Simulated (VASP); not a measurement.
# PtSe2 (P-3m1) in VASP: notebook

The runs below take PtSe2 through single point, with PBE, HSE06, r2SCAN.

Program: VASP 6.6.1. These are calculated values, not measurements. Logs are shortened: lines on timing, memory, paths and dates and some standing lists are left out, and cuts for length are marked.

### 1 The cell of the first run

Symmetry: P-3m1, No. 164, trigonal system. Conventional cell: a = 3.729 Å, b = 3.729 Å, c = 5.277 Å, α = 90.00°, β = 90.00°, γ = 120.00°. Pt (site symmetry -3m) has 6 Se at 2.51 Å within 3.3 Å. Se (site symmetry 3m) has 3 Pt at 2.51 Å within 3.3 Å.

### 2 Single point, PBE

INCAR

```
PREC = Accurate
ENCUT = 520
EDIFF = 1E-6
ISMEAR = -1
SIGMA = 0.02
LREAL = F
LASPH = T
NELM = 100
ALGO = Normal
ISIF = 2
LWAVE = F
LCHARG = F
GGA = PE
NBANDS = 18
```

KPOINTS

```
Automatic mesh
0
Gamma
  12 12 6
```

POSCAR

```
PtSe2
1.0
    3.7286503665      0.0000000000      0.0000000000
   -1.8643251832      3.2291059392      0.0000000000
    0.0000000000      0.0000000000      5.2771565994
Pt Se
1 2
Direct
    0.0000000000      0.0000000000      0.0000000000
    0.3333333333      0.6666666667      0.2462188979
    0.6666666667      0.3333333333      0.7537811021
```

Potentials or basis: VASP PAW PBE potentials, release 64 (Pt, Se).

Started as:

```console
cat potpaw_PBE.64/Pt/POTCAR potpaw_PBE.64/Se/POTCAR > POTCAR
mpirun -np 1 vasp_std > vasp.out
```

OUTCAR:

```text
PREC = Accurate
   ENCUT = 520
   EDIFF = 1E-6
   ISMEAR = -1
   LREAL = F
   LASPH = T
   NELM = 100
   ISIF = 2
   GGA = PE

 ion  position               nearest neighbor table
   1  0.000  0.000  0.000-   2 2.51   3 2.51   2 2.51   3 2.51   3 2.51   2 2.51
   2  0.333  0.667  0.246-   1 2.51   1 2.51   1 2.51
   3  0.667  0.333  0.754-   1 2.51   1 2.51   1 2.51

  LATTYP: Found a hexagonal cell.
 ALAT       =     3.7286503665
 C/A-ratio  =     1.4152993927

  Lattice vectors:

 A1 = (   3.7286503665,   0.0000000000,   0.0000000000)
 A2 = (  -1.8643251832,   3.2291059392,   0.0000000000)
 A3 = (   0.0000000000,   0.0000000000,   5.2771565994)

Analysis of symmetry for initial positions (statically):
=====================================================================
 Subroutine PRICEL returns:
 Original cell was already a primitive cell.

 Routine SETGRP: Setting up the symmetry group for a
 hexagonal supercell.

 Subroutine GETGRP returns: Found 12 space group operations
 (whereof 12 operations were pure point group operations)
 out of a pool of 24 trial point group operations.

The static configuration has the point symmetry D_3d.

Analysis of symmetry for dynamics (positions and initial velocities):
=====================================================================
 Subroutine PRICEL returns:
 Original cell was already a primitive cell.

 Routine SETGRP: Setting up the symmetry group for a
 hexagonal supercell.

 Subroutine GETGRP returns: Found 12 space group operations
 (whereof 12 operations were pure point group operations)
 out of a pool of 24 trial point group operations.

The dynamic configuration has the point symmetry D_3d.

 Subroutine INISYM returns: Found 12 space group operations
 (whereof 12 operations are pure point group operations),
 and found     1 'primitive' translations

----------------------------------------------------------------------------------------

                                     Primitive cell

  volume of cell :      63.5381

  direct lattice vectors                    reciprocal lattice vectors
     3.728650367  0.000000000  0.000000000     0.268193556  0.154841622  0.000000000
    -1.864325183  3.229105939  0.000000000     0.000000000  0.309683243  0.000000000
     0.000000000  0.000000000  5.277156599     0.000000000  0.000000000  0.189495987

  length of vectors
     3.728650367  3.728650366  5.277156599     0.309683243  0.309683243  0.189495987

  position of ions in fractional coordinates (direct lattice)
     0.000000000  0.000000000  0.000000000
     0.333333333  0.666666667  0.246218898
     0.666666667  0.333333333  0.753781102

  ion indices of the primitive-cell ions
   primitive index   ion index
                 1           1
                 2           2
                 3           3

----------------------------------------------------------------------------------------

 KPOINTS: Automatic mesh

Automatic generation of k-mesh.
 Grid dimensions read from file:
 generate k-points for:   12   12    6

 Generating k-lattice:

  Cartesian coordinates                     Fractional coordinates (reciprocal lattice)
     0.022349463  0.012903468  0.000000000     0.083333333  0.000000000  0.000000000
     0.000000000  0.025806937  0.000000000     0.000000000  0.083333333  0.000000000
     0.000000000  0.000000000  0.031582665     0.000000000  0.000000000  0.166666667

  Length of vectors
     0.025806937  0.025806937  0.031582665

  Shift w.r.t. Gamma in fractional coordinates (k-lattice)
     0.000000000  0.000000000  0.000000000

 Subroutine IBZKPT returns following result:
 ===========================================

 Found    100 irreducible k-points:

 Following reciprocal coordinates:
            Coordinates               Weight
  0.000000  0.000000  0.000000      1.000000
  0.083333  0.000000  0.000000      6.000000
  0.166667  0.000000  0.000000      6.000000
  0.250000  0.000000  0.000000      6.000000
  0.333333  0.000000  0.000000      6.000000
  0.416667  0.000000  0.000000      6.000000
[... 16 lines left out ...]
  0.166667  0.000000  0.166667      6.000000
  0.000000  0.166667  0.166667      6.000000
 [... further k-points ...]
   k-points           NKPTS =    100   k-points in BZ     NKDIM =    100   number of bands    NBANDS=     18
   number of dos      NEDOS =    301   number of ions     NIONS =      3
   total plane-waves  NPLWV =  31360
   dimension x,y,z NGX =    28 NGY =   28 NGZ =   40
   dimension x,y,z NGXF=    56 NGYF=   56 NGZF=   80
   ions per type =               1   2
   NGX,Y,Z   is equivalent  to a cutoff of  12.48, 12.48, 12.60 a.u.
   NGXF,Y,Z  is equivalent  to a cutoff of  24.97, 24.97, 25.20 a.u.
 SYSTEM =  unknown system
   PREC   = accura    normal or accurate (medium, high low for compatibility)
   ISTART =      0    job   : 0-new  1-cont  2-samecut
   ICHARG =      2    charge: 1-file 2-atom 10-const
   ISPIN  =      1    spin polarized calculation?
   LNONCOLLINEAR =      F non collinear calculations
   LSORBIT =      F    spin-orbit coupling
   LASPH  =      T    aspherical Exc in radial PAW
   ENCUT  =  520.0 eV  38.22 Ry    6.18 a.u.   6.93  6.93  9.81*2*pi/ulx,y,z
   NELM   =    100;   NELMIN=  2; NELMDL= -5     # of ELM steps
   EDIFF  = 0.1E-05   stopping-criterion for ELM
   LREAL  =      F    real-space projection
   EDIFFG = 0.1E-04   stopping-criterion for IOM
   NSW    =      0    number of steps for IOM
   IBRION =     -1    ionic relax: 0-MD 1-quasi-New 2-CG
   NFREE  =      0    steps in history (QN), initial steepest desc. (CG)
   ISIF   =      2    stress and relaxation
   ISYM   =      2    0-nonsym 1-usesym 2-fastsym
   POTIM  = 0.5000    time-step for ionic-motion
   TEBEG  =    0.0;   TEEND  =   0.0 temperature during run
   PSTRESS=    0.0 pullay stress
   NELECT =      22.0000    total number of electrons
   NUPDOWN=      -1.0000    fix difference up-down
   EMIN   =  10.00;   EMAX   =-10.00  energy-range for DOS
   EFERMI =   0.00;   METHOD = LEGACY
   ISMEAR =    -1;   SIGMA  =   0.02  broadening in eV -4-tet -1-fermi 0-gaus
   EFERMI_NEDOS =   21; number of points for ismear=-14 and -15
   IALGO  =     38    algorithm
   IMIX   =      4    mixing-type and parameters
     AMIX     =   0.40;   BMIX     =  1.00
     AMIX_MAG =   1.60;   BMIX_MAG =  1.00
  volume/ion in A,a.u.               =      21.18       142.93
  Fermi-wavevector in a.u.,A,eV,Ry     =   1.149576  2.172384 17.980444  1.321525
  Thomas-Fermi vector in A             =   2.286245
   LORBIT       =      0    0 simple, 1 ext, 2 COOP (PROOUT), +10 PAW based schemes
   GGA     = PE    functional components
   LHFCALC =     F    Hartree Fock is set to
   AEXX    =    0.0000 exact exchange contribution
   IVDW    =     0    specifies the selected vdW correction
   LEPSILON=     F    determine dielectric tensor
   LRPA    =     F    only Hartree local field effects (RPA)
 non-spin polarized calculation
  energy-cutoff  :      520.00
  volume of cell :       63.54
 maximum number of plane-waves:      1728
   NGX = 13   NGY = 13   NGZ = 19

 number of electron      21.9999999 magnetization

 Free energy of the ion-electron system (eV)
  ---------------------------------------------------
  ext. energy  EPLUGINS =         0.00000000
  ---------------------------------------------------
  free energy    TOTEN  =       -14.24639205 eV

  energy without entropy =      -14.24556588  energy(sigma->0) =      -14.24597897

 E-fermi :   6.0268     XC(G=0): -10.3851

 val. band max:        5.9666035769   @ k =   0.0000   0.1667   0.1667
 cond. band min:       6.0310488403   @ k =   0.3333   0.3333   0.0000
 fundamental gap:      0.0644452634
 Fermi energy:         6.0267829142

 k-point     1 :       0.0000    0.0000    0.0000
  band No.  band energies     occupation
      1      -9.4168      2.00000
      2      -6.9440      2.00000
      3      -0.9590      2.00000
      4      -0.2381      2.00000
      5      -0.2381      2.00000
      6       2.0855      2.00000
[... 10 lines left out ...]
     17      13.3647      0.00000
     18      17.6555      0.00000

 k-point     2 :       0.0833    0.0000    0.0000
  band No.  band energies     occupation
      1      -9.3410      2.00000
      2      -6.9682      2.00000
      3      -0.8681      2.00000
      4      -0.1989      2.00000
      5      -0.1904      2.00000
      6       1.9840      2.00000
[... 10 lines left out ...]
     17      13.6245      0.00000
     18      16.5186      0.00000

 k-point     3 :       0.1667    0.0000    0.0000
  band No.  band energies     occupation
      1      -9.1217      2.00000
      2      -7.0366      2.00000
      3      -0.6115      2.00000
      4      -0.0733      2.00000
      5      -0.0604      2.00000
      6       1.5975      2.00000
[... 10 lines left out ...]
     17      14.2319      0.00000
     18      15.0553      0.00000

 k-point     4 :       0.2500    0.0000    0.0000
  band No.  band energies     occupation
      1      -8.7851      2.00000
      2      -7.1386      2.00000
      3      -0.2906      2.00000
      4       0.1087      2.00000
      5       0.1816      2.00000
      6       0.8941      2.00000
[... 375 lines left out ...]
      4      -0.1944      2.00000
      5      -0.1236      2.00000
      6       1.9608      2.00000
[... 10 lines left out ...]
     17      13.8001      0.00000
     18      15.5636      0.00000

 k-point    23 :       0.1667    0.0000    0.1667
  band No.  band energies     occupation
      1      -9.0370      2.00000
      2      -7.2014      2.00000
      3      -0.4863      2.00000
      4      -0.0296      2.00000
      5       0.0222      2.00000
      6       1.6419      2.00000
[... 10 lines left out ...]
     17      13.7575      0.00000
     18      14.6142      0.00000

 k-point    24 :       0.0000    0.1667    0.1667
  band No.  band energies     occupation
      1      -9.0452      2.00000
      2      -7.1798      2.00000
      3      -0.6176      2.00000
      4      -0.0813      2.00000
      5       0.1505      2.00000
      6       1.5090      2.00000
[... 10 lines left out ...]
     17      14.3911      0.00000
     18      14.6930      0.00000

 [... further k-points ...]

------------------------ aborting loop because EDIFF is reached ----------------------------------------

  FORCE on cell =-STRESS in cart. coord.  units (eV):
  Direction    XX          YY          ZZ          XY          YZ          ZX
  --------------------------------------------------------------------------------------
  -------------------------------------------------------------------------------------
  Total        1.7172268      1.7172268      1.0284893      0.0000000      0.0000000      0.0000000
  in kB       43.3016361     43.3016361     25.9344127      0.0000000      0.0000000      0.0000000
  external PRESSURE =      37.5125617 kB  Pullay stress =       0.0000000 kB

 VOLUME and BASIS-vectors are now :
 -----------------------------------------------------------------------------
  energy-cutoff  :      520.00
  volume of cell :       63.54
      direct lattice vectors                 reciprocal lattice vectors
     3.728650367  0.000000000  0.000000000     0.268193556  0.154841622  0.000000000
    -1.864325183  3.229105939  0.000000000     0.000000000  0.309683243  0.000000000
     0.000000000  0.000000000  5.277156599     0.000000000  0.000000000  0.189495987

 POSITION                                       TOTAL-FORCE (eV/Angst)
 -----------------------------------------------------------------------------------
      0.00000      0.00000      0.00000         0.000000      0.000000      0.000000
     -0.00000      2.15274      1.29934        -0.000000     -0.000000      0.172592
      1.86433      1.07637      3.97782         0.000000      0.000000     -0.172592
 -----------------------------------------------------------------------------------
    total drift:                               -0.000000      0.000000     -0.000000

  FREE ENERGIE OF THE ION-ELECTRON SYSTEM (eV)
  ---------------------------------------------------
  free  energy   TOTEN  =       -14.2463920546 eV

  energy  without entropy=      -14.2455658841  energy(sigma->0) =      -14.24597897
```

It took 37 s on 1 thread of AMD EPYC 9R45 (Zen 5), shared host; peak memory 0.23 GiB.

Results:

* Free energy: -14.2464 eV
* Pressure: 3.8 GPa
* Largest force: 0.173 eV/Å
* Band gap on the k mesh: zero (band 11 reaches 6.19 eV, above the bottom of band 12 at 6.03 eV)

Forces on the atoms (eV/Å):
```
Pt   0.000  0.000  0.000
Se   0.000  0.000  0.173
Se   0.000  0.000 -0.173
```

Stress tensor (GPa, compression positive):
```
4.33 0.00 0.00
0.00 4.33 0.00
0.00 0.00 2.59
```

Levels at points of the mesh, in eV from the Fermi level:
```csv
k point,band 9,band 10,band 11,band 12,band 13,band 14
"(0.00, 0.00, 0.00)",-1.04,-1.04,0.16,1.50,1.50,3.82
"(0.50, 0.00, 0.00)",-3.35,-3.30,-2.96,0.68,2.13,4.60
"(0.00, 0.00, 0.50)",-1.82,-1.37,-1.37,2.15,2.15,4.73
"(0.50, 0.00, 0.50)",-3.15,-2.76,-1.54,1.05,1.46,4.21
```

Caveat: spin-orbit coupling is left out, which moves the levels of the heavy elements.

### 3 Single point, HSE06 (epitaxial xy strain +4.0%)

POSCAR

```
PtSe2
1.0
    3.8777963811      0.0000000000      0.0000000000
   -1.9388981905      3.3582701768      0.0000000000
    0.0000000000      0.0000000000      4.8368612653
Pt Se
1 2
Direct
    0.0000000000      0.0000000000      0.0000000000
    0.3333333333      0.6666666667      0.2526073986
    0.6666666667      0.3333333333      0.7473926014
```

INCAR.step1

```
  PREC = Accurate
  ENCUT = 520
  EDIFF = 1E-5
  ISMEAR = -1
  SIGMA = 0.02
  LREAL = False
  LASPH = True
  NELM = 100
  ALGO = Normal
  ISIF = 2
  LWAVE = True
  LCHARG = False
  GGA = PE
  NBANDS = 18
```

INCAR.step2

```
  PREC = Accurate
  ENCUT = 520
  EDIFF = 1E-6
  ISMEAR = -1
  SIGMA = 0.02
  LREAL = False
  LASPH = True
  NELM = 100
  ALGO = Normal
  ISIF = 2
  LWAVE = False
  LCHARG = False
  GGA = PE
  LHFCALC = True
  HFSCREEN = 0.2079
  PRECFOCK = Normal
  ISTART = 1
  NBANDS = 18
```

KPOINTS

```
regular mesh
0
Gamma
  6 6 4
```

Potentials or basis: VASP PAW PBE potentials, release 64 (Pt, Se).

Started as:

```console
cat potpaw_PBE.64/Pt/POTCAR potpaw_PBE.64/Se/POTCAR > POTCAR
cp INCAR.step1 INCAR
mpirun -np 1 vasp_std > vasp.out
cp INCAR.step2 INCAR
mpirun -np 1 vasp_std > vasp.out
```

Wall time 58 min (1 thread of AMD EPYC 9R45 (Zen 5), shared host); peak memory 0.28 GiB.

The run converged. Its results:

- Free energy: -17.0733 eV
- Pressure: -5.2 GPa
- Largest force: 0.286 eV/Å
- Band gap on the k mesh: zero (band 11 reaches 6.42 eV, above the bottom of band 12 at 5.87 eV)

Forces on the atoms (eV/Å):
```
Pt   0.000  0.000  0.000
Se   0.000  0.000 -0.286
Se   0.000  0.000  0.286
```

Stress tensor (GPa, compression positive):
```
-7.81  0.00  0.00
 0.00 -7.81  0.00
 0.00  0.00  0.11
```

Levels at points of the mesh, in eV from the Fermi level:
| k point | band 9 | band 10 | band 11 | band 12 | band 13 | band 14 |
| --- | --- | --- | --- | --- | --- | --- |
| (0.00, 0.00, 0.00) | -1.46 | -1.46 | 0.58 | 1.34 | 1.34 | 3.78 |
| (0.50, 0.00, 0.00) | -4.29 | -3.83 | -3.46 | 0.74 | 2.70 | 5.11 |
| (0.00, 0.00, 0.50) | -2.23 | -2.03 | -2.03 | 2.46 | 2.46 | 5.43 |
| (0.50, 0.00, 0.50) | -3.85 | -3.35 | -1.33 | 0.99 | 1.46 | 5.47 |

Caveat: the cell differs from its parent crystal (epitaxial xy strain +4.0%); the PAW data sets were made with another functional, which shifts forces and pressure a little; spin-orbit coupling is left out, which moves the levels of the heavy elements.

### 4 Single point, r2SCAN (epitaxial xy strain -4.0%)

POSCAR

```
PtSe2
1.0
    3.5795043518      0.0000000000      0.0000000000
   -1.7897521759      3.0999417017      0.0000000000
    0.0000000000      0.0000000000      5.8164888350
Pt Se
1 2
Direct
    0.0000000000      0.0000000000      0.0000000000
    0.3333333333      0.6666666667      0.2379399984
    0.6666666667      0.3333333333      0.7620600016
```

INCAR.step1

```
SYSTEM = PtSe2
PREC     = Accurate       ! precision mode
ENCUT    = 520            ! plane-wave cutoff, eV
ISMEAR   = 0              ! smearing method
SIGMA    = 0.01           ! smearing width, eV
LREAL    = .FALSE.        ! projectors in reciprocal space
LASPH    = .TRUE.         ! aspherical terms in the spheres
NELM     = 100            ! most SCF steps
NBANDS   = 18             ! bands
GGA      = PE             ! functional
ALGO     = Normal         ! electronic algorithm
EDIFF    = 1E-4           ! SCF threshold, eV
LWAVE    = .TRUE.         ! write WAVECAR
LCHARG   = .FALSE.        ! write CHGCAR
```

INCAR.step2

```
SYSTEM = PtSe2
PREC     = Accurate       ! precision mode
ENCUT    = 520            ! plane-wave cutoff, eV
EDIFF    = 1E-6           ! SCF threshold, eV
ISMEAR   = 0              ! smearing method
SIGMA    = 0.01           ! smearing width, eV
LREAL    = .FALSE.        ! projectors in reciprocal space
LASPH    = .TRUE.         ! aspherical terms in the spheres
NELM     = 100            ! most SCF steps
ALGO     = Normal         ! electronic algorithm
ISIF     = 2              ! what is computed and relaxed
LWAVE    = .FALSE.        ! write WAVECAR
LCHARG   = .FALSE.        ! write CHGCAR
METAGGA  = R2SCAN         ! meta-GGA
LMIXTAU  = .TRUE.       
NBANDS   = 18             ! bands
ISTART   = 1
```

KPOINTS

```
regular mesh
0
G
  12 12 6
  0 0 0
```

Started as:

```console
cat potpaw_PBE.64/Pt/POTCAR potpaw_PBE.64/Se/POTCAR > POTCAR
cp INCAR.step1 INCAR
mpirun -np 1 vasp_std > vasp.out
cp INCAR.step2 INCAR
mpirun -np 1 vasp_std > vasp.out
```

It took 4.7 min on 1 thread of AMD EPYC 9R45 (Zen 5), shared host; peak memory 0.25 GiB.

It converged, with:

- Free energy: -81.3726 eV
- Pressure: 5.9 GPa
- Largest force: 0.011 eV/Å
- Band gap on the k mesh: 0.68 eV, indirect (least direct gap 0.93 eV)

Forces on the atoms (eV/Å):
```
Pt   0.000  0.000  0.000
Se   0.000  0.000 -0.011
Se   0.000  0.000  0.011
```

Stress tensor (GPa, compression positive):
```
8.12 0.00 0.00
0.00 8.12 0.00
0.00 0.00 1.35
```

Levels at points of the mesh, in eV from the valence-band top:
```
           k point  band 9  band 10  band 11  band 12  band 13  band 14
(0.00, 0.00, 0.00)   -0.27    -0.27    -0.01     2.57     2.57     5.40
(0.50, 0.00, 0.00)   -2.96    -2.44    -2.36     1.65     2.71     5.41
(0.00, 0.00, 0.50)   -1.61    -0.44    -0.44     2.90     2.90     5.95
(0.50, 0.00, 0.50)   -2.56    -2.07    -1.63     2.07     2.56     4.56
```

Caveat: the cell differs from its parent crystal (epitaxial xy strain -4.0%); the PAW data sets were made with another functional, which shifts forces and pressure a little; spin-orbit coupling is left out, which moves the levels of the heavy elements.

### 5 Overview

```csv
level,cell,k mesh,smearing,grid for exact exchange (PRECFOCK),screening parameter,gap on the mesh (eV),pressure (GPa),largest force (eV/Å)
PBE,"a = 3.729, b = 3.729, c = 5.277 Å, angles 90.0, 90.0, 120.0°, 3 atoms",12 × 12 × 6,fermi-dirac 0.02 eV,-,-,none,3.8,0.17
HSE06,"a = 3.878, b = 3.878, c = 4.837 Å, angles 90.0, 90.0, 120.0°, 3 atoms",6 × 6 × 4,fermi-dirac 0.02 eV,Normal,0.2079 1/Å,none,-5.2,0.29
r2SCAN,"a = 3.580, b = 3.580, c = 5.816 Å, angles 90.0, 90.0, 120.0°, 3 atoms",12 × 12 × 6,gaussian 0.01 eV,-,-,0.68,5.9,0.01
```

Alike in all rows: task single point; potentials or basis VASP PAW PBE potentials, release 64 (Pt, Se); no spin polarisation; cutoff (eV) 520.

Caveats: spin-orbit coupling is left out, which moves the levels of the heavy elements; the PAW data sets were made with another functional, which shifts forces and pressure a little (some runs).

Total energies depend on the potentials used, so only differences within one code and one set of settings carry meaning.
